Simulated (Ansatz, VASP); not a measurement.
## One calculation of NaH, two programs

The input POSCAR:

```
NaH
1.0
    0.0000000000      2.3973724900      2.3973724900
    2.3973724900      0.0000000000      2.3973724900
    2.3973724900      2.3973724900      0.0000000000
Na H
1 1
Direct
    0.0000000000      0.0000000000      0.0000000000
    0.5000000000      0.5000000000      0.5000000000
```

INCAR.step1

```
SYSTEM = NaH
PREC = Accurate
ENCUT = 520
ISMEAR = -1
SIGMA = 0.02
LREAL = .FALSE.
LASPH = .TRUE.
NELM = 100
GGA = PE
ALGO = Normal
EDIFF = 1E-4
LWAVE = .TRUE.
LCHARG = .FALSE.
```

Contents of INCAR.step2:

```
SYSTEM = NaH
PREC = Accurate
ENCUT = 520
EDIFF = 1E-6
ISMEAR = -1
SIGMA = 0.02
LREAL = .FALSE.
LASPH = .TRUE.
NELM = 100
ALGO = Normal
ISIF = 2
LWAVE = .FALSE.
LCHARG = .FALSE.
METAGGA = R2SCAN
LMIXTAU = .TRUE.
IBRION = 2
NSW = 50
EDIFFG = -0.01
ISTART = 1
```

The input KPOINTS:

```
regular mesh
0
G
  10 10 10
  0 0 0
```

Input for Ansatz:

```yaml
crystal:
  lattice:
    - [0.0, 2.39737249, 2.39737249]
    - [2.39737249, 0.0, 2.39737249]
    - [2.39737249, 2.39737249, 0.0]
  atoms:
    - { symbol: Na, position: [0.0, 0.0, 0.0] }
    - { symbol: H, position: [0.5, 0.5, 0.5] }
  symmetry: { tolerance: 0.0003 }
hamiltonian:
  xc: r2scan
  pseudopotentials: { kind: paw, azcp: { folder: soft_1 } }
basis:
  ecutwfc: 500
magnetization:
  spin_polarized: false
scf:
  occupations: { method: fermi_dirac, width: 0.02 }
kpoints:
  mp_grid: { grid: [10, 10, 10], shift: [0, 0, 0] }
  band_path:
    path:
      - [0.0, 0.0, 0.0]
      - [0.5, 0.0, 0.5]
      - [0.625, 0.25, 0.625]
      - [0.375, 0.375, 0.75]
      - [0.0, 0.0, 0.0]
      - [0.5, 0.5, 0.5]
      - [0.5, 0.25, 0.75]
      - [0.5, 0.0, 0.5]
    npoints: 10
output:
  forces: true
  stress: true
  eigenvalues: true
  write_potential: true
  elf: true
  volumetric_format: npy
  dos: { e_range: [-12, 8], de: 0.05 }
relax:
  max_steps: 30
```

Alike in both runs: task relaxation of the atoms; functional r2SCAN; k mesh 10 × 10 × 10; occupations fermi-dirac, width 0.02 eV; no spin polarisation.

```csv
,VASP,Ansatz
version,VASP 6.6.1,Ansatz 0.2.0
potentials or method,"VASP PAW PBE potentials, release 64 (Na_pv, H), cutoff 520 eV",PAW plane waves
valence electrons in the cell,8,10
```

Ansatz gave:

| Item | Value |
| --- | --- |
| gap on the k mesh at the Fermi level, each at its own relaxed structure (eV) | 4.42 |

**Question.** Estimate VASP's values.

**Answer.** gap on the k mesh at the Fermi level, each at its own relaxed structure (eV): 4.43.

VASP's potentials were made for PBE, not for r2SCAN. VASP's potentials hold 8 valence electrons a cell and Ansatz's 10, so a difference there can come from the potentials and not from the codes. Ansatz's warnings: stress scf threshold loose.

Noted on VASP's run: the relaxation stopped at its first step, so nothing moved.
